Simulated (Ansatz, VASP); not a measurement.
**MoSe2: VASP beside Ansatz**

File INCAR:

```
ALGO     = Normal         # electronic algorithm
EDIFF    = 1E-7           # SCF threshold, eV
EDIFFG   = -0.008         # ionic threshold
ENCUT    = 450            # plane-wave cutoff, eV
GGA      = PE             # functional
GGA_COMPAT= F            
IBRION   = 2              # ionic algorithm
ISIF     = 2              # what is computed and relaxed
ISMEAR   = 0              # smearing method
LASPH    = T              # aspherical terms in the spheres
LCHARG   = F              # write CHGCAR
LREAL    = F              # projectors in reciprocal space
LWAVE    = F              # write WAVECAR
NELM     = 120            # most SCF steps
NELMIN   = 4            
NSW      = 60             # ionic steps
PREC     = Accurate       # precision mode
SIGMA    = 0.02           # smearing width, eV
```

The input KPOINTS:

```
k-points
0
Gamma
  9 9 2
```

The input POSCAR:

```
MoSe2
1.0
    3.4205420691      0.0000000000      0.0000000000
   -1.7102710345      2.9622763265      0.0000000000
    0.0000000000      0.0000000000     15.2742738406
Mo Se
2 4
Direct
    0.6666666667      0.3333333333      0.7500000000
    0.3333333333      0.6666666667      0.2500000000
    0.3333333333      0.6666666667      0.8597476050
    0.6666666667      0.3333333333      0.3597476050
    0.3333333333      0.6666666667      0.6402523950
    0.6666666667      0.3333333333      0.1402523950
```

Input for Ansatz:

```yaml
crystal:
  lattice:
    - [3.4205420691, 0.0, 0.0]
    - [-1.7102710345, 2.9622763265, 0.0]
    - [0.0, 0.0, 15.2742738406]
  atoms:
    - { symbol: Mo, position: [0.6666666667, 0.3333333333, 0.75] }
    - { symbol: Mo, position: [0.3333333333, 0.6666666667, 0.25] }
    - { symbol: Se, position: [0.3333333333, 0.6666666667, 0.859747605] }
    - { symbol: Se, position: [0.6666666667, 0.3333333333, 0.359747605] }
    - { symbol: Se, position: [0.3333333333, 0.6666666667, 0.640252395] }
    - { symbol: Se, position: [0.6666666667, 0.3333333333, 0.140252395] }
basis:
  ecutwfc: 420
kpoints:
  mp_grid: { grid: [9, 9, 2] }
hamiltonian:
  xc: pbe
scf:
  occupations: { method: gaussian, width: 0.02 }
output:
  forces: true
  stress: true
  eigenvalues: true
relax:
  adjacent_minimum: "off"
  f_tol: 0.008
  max_steps: 40
```

Change from the starting cell: equal strain along all axes, cell held, atoms relaxed: +3.0 %.

Alike in both runs: task relaxation of the atoms; functional PBE; k mesh 9 × 9 × 2; occupations gaussian, width 0.02 eV; no spin polarisation.

```csv
,VASP,Ansatz
version,VASP 6.6.1,Ansatz 0.2.0
potentials or method,"VASP PAW PBE potentials, release 64 (Mo_sv, Se), cutoff 450 eV","scalar-relativistic, plane waves, PAW"
valence electrons in the cell,52,92
```

```csv
,VASP,Ansatz,Ansatz less VASP
"gap on the k mesh at the Fermi level, each at its own relaxed structure (eV)",0.92,0.91,-0.006
```

VASP's potentials hold 52 valence electrons a cell and Ansatz's 92, so a difference there can come from the potentials and not from the codes. Ansatz's warnings: stress scf threshold loose.
